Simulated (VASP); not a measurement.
Write the native input for VASP 6.6.1 that does the following.

* Task: single point
* Functional: PBE
* Potentials or basis: VASP PAW PBE potentials, release 64 (Li_sv, F)
* Cutoff: 520 eV
* k mesh: 9 × 9 × 6
* Occupations: gaussian, width 0.05 eV
* Spin: no spin polarisation
* Dipole correction: no
* Further INCAR settings: ALGO = Normal; EDIFF = 1e-06; NBANDS = 18

The structure of LiF lies in POSCAR:

```
LiF
1.0
    3.0619407579      0.0000000000      0.0000000000
   -1.5309703789      2.6517184812      0.0000000000
    0.0000000000      0.0000000000      5.1088481545
Li F
2 2
Direct
    0.3333333333      0.6666666667      0.3810713234
    0.6666666667      0.3333333333      0.8810713234
    0.3333333333      0.6666666667      0.9939266766
    0.6666666667      0.3333333333      0.4939266766
```

This cell differs from its parent crystal: c/a of the conventional cell at fixed volume 1.6685.

These files were run (other wordings do the same):

INCAR

```
PREC = Accurate ; ENCUT = 520
EDIFF = 1E-6 ; ISMEAR = 0
SIGMA = 0.05 ; LREAL = F
LASPH = T ; NELM = 100
ALGO = Normal ; ISIF = 2
LWAVE = F ; LCHARG = T
GGA = PE ; LELF = T
LVHAR = T ; NBANDS = 18
```

KPOINTS

```
Automatic mesh
0
Gamma
  9 9 6
```

Potentials or basis: VASP PAW PBE potentials, release 64 (Li_sv, F).

Command:

```bash
$ cat potpaw_PBE.64/Li_sv/POTCAR potpaw_PBE.64/F/POTCAR > POTCAR
$ mpirun -np 1 vasp_std > vasp.out
```

It gave:

```json
{
 "Largest force": "0.161 eV/Å",
 "Band gap on the k mesh": "7.64 eV, direct"
}
```

Run time: 35 s on 1 thread of AMD EPYC 9R45 (Zen 5), with other jobs on the host, peak memory 0.13 GiB.
